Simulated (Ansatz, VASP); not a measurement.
## Ca: VASP beside Ansatz

Contents of INCAR:

```
SYSTEM = Ca
PREC = Accurate
ENCUT = 600
EDIFF = 1E-6
ISMEAR = -1
SIGMA = 0.08
LREAL = .False.
LASPH = .True.
NELM = 60
ALGO = Normal
ISIF = 3
LWAVE = .False.
LCHARG = .False.
GGA = PS
IBRION = 2
NSW = 60
EDIFFG = -0.005
```

KPOINTS

```
Automatic mesh
0
Gamma
  11 11 6
  0 0 0
```

POSCAR

```
Ca
1.0
    3.8682466448      0.0000000000      0.0000000000
   -1.9341233224      3.3499998625      0.0000000000
    0.0000000000      0.0000000000      6.2665595646
Ca
2
Direct
    0.3333333333      0.6666666667      0.2500000000
    0.6666666667      0.3333333333      0.7500000000
```

Input for Ansatz:

```yaml
crystal:
  lattice:
    - [3.8682466448, 0.0, 0.0]
    - [-1.9341233224, 3.3499998625, 0.0]
    - [0.0, 0.0, 6.2665595646]
  atoms:
    - { symbol: Ca, position: [0.3333333333, 0.6666666667, 0.25] }
    - { symbol: Ca, position: [0.6666666667, 0.3333333333, 0.75] }
kpoints:
  mp_grid: { grid: [11, 11, 6] }
scf:
  occupations: { method: fermi_dirac, width: 0.08 }
hamiltonian:
  xc: pbesol
  pseudopotentials: { kind: paw }
output:
  forces: true
  stress: true
relax:
  f_tol: 0.005
  max_steps: 40
  cell: {}
```

Alike in both runs: task relaxation of cell and atoms; functional PBEsol; k mesh 11 × 11 × 6; occupations fermi-dirac, width 0.08 eV; no spin polarisation.

|  | VASP | Ansatz |
| --- | --- | --- |
| version | VASP 6.6.1 | Ansatz 0.2.0 |
| potentials or method | VASP PAW PBE potentials, release 64 (Ca_sv) | PAW with Ansatz's default frozen-core files, scalar-relativistic |
| plane-wave cutoff (eV) | 600 | 420 |
| valence electrons in the cell | 20 | 20 |

```csv
,VASP,Ansatz,Ansatz less VASP
relaxed volume (Å³/atom),40.88,40.79,-0.086
relaxed cell length with the largest relative difference (Å),3.855,3.852,-0.0032
```

VASP's potentials were made for PBE, not for PBEsol.
